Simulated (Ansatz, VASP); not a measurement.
**One calculation of Ta2Si, two programs**

Contents of INCAR:

```
PREC = Accurate ; ENCUT = 520
EDIFF = 1E-6 ; ISMEAR = 0
SIGMA = 0.15 ; LREAL = F
LASPH = T ; NELM = 60
ALGO = Fast ; ISIF = 2
LWAVE = F ; LCHARG = T
GGA = PS ; LELF = T
LVHAR = T ; NBANDS = 35
```

KPOINTS

```
Automatic mesh
0
Gamma
  12 12 12
```

The input POSCAR:

```
Ta2Si
1.0
   -2.8229065819      2.8229065819      2.5198993614
    2.8229065819     -2.8229065819      2.5198993614
    2.8229065819      2.8229065819     -2.5198993614
Ta Si
4 2
Direct
    0.6630661939      0.8369338061      0.5000000000
    0.8369338061      0.3369338061      0.1738676123
    0.3369338061      0.1630661939      0.5000000000
    0.1630661939      0.6630661939      0.8261323878
    0.2500000000      0.2500000000      0.0000000000
    0.7500000000      0.7500000000      0.0000000000
```

Input for Ansatz:

```yaml
crystal:
  lattice:
    - [-2.8229065819, 2.8229065819, 2.5198993614]
    - [2.8229065819, -2.8229065819, 2.5198993614]
    - [2.8229065819, 2.8229065819, -2.5198993614]
  atoms:
    - { symbol: Ta, position: [0.6630661939, 0.8369338061, 0.5] }
    - { symbol: Ta, position: [0.8369338061, 0.3369338061, 0.1738676123] }
    - { symbol: Ta, position: [0.3369338061, 0.1630661939, 0.5] }
    - { symbol: Ta, position: [0.1630661939, 0.6630661939, 0.8261323878] }
    - { symbol: Si, position: [0.25, 0.25, 0.0] }
    - { symbol: Si, position: [0.75, 0.75, 0.0] }
basis:
  ecutwfc: 420
kpoints:
  mp_grid: { grid: [12, 12, 12] }
hamiltonian:
  xc: pbesol
scf:
  occupations: { method: gaussian, width: 0.15 }
output:
  forces: true
  stress: true
  eigenvalues: true
  write_density: true
  write_potential: true
  elf: true
  volumetric_format: npy
```

Change from the starting cell: strain -0.080 along x and y, +0.000 along z, atoms carried along.

Alike in both runs: task single point; functional PBEsol; k mesh 12 × 12 × 12; occupations gaussian, width 0.15 eV; no spin polarisation.

```csv
,VASP,Ansatz
version,VASP 6.6.1,Ansatz 0.2.0
potentials or method,"VASP PAW PBE potentials, release 64 (Ta_pv, Si), cutoff 520 eV","scalar-relativistic, plane waves, PAW"
valence electrons in the cell,52,60
```

```csv
,VASP,Ansatz,Ansatz less VASP
gap on the k mesh at the Fermi level (eV),none,none,-
pressure (GPa),55.3,54.5,-0.86
"traceless stress, the component that is largest in VASP (GPa)",-16.84,-16.74,+0.105
rms of the force components (eV/Å),0.124,0.122,-0.0029
```

VASP's potentials were made for PBE, not for PBEsol. Atom by atom the forces differ by 0.003 eV/Å (rms over components). A gap of «none» marks a metal or a gap that the smearing closes. Both programs put the cell under a high pressure, so it lies far from rest at this level. VASP's potentials hold 52 valence electrons a cell and Ansatz's 60, so a difference there can come from the potentials and not from the codes.

Neither program's run includes spin-orbit coupling.
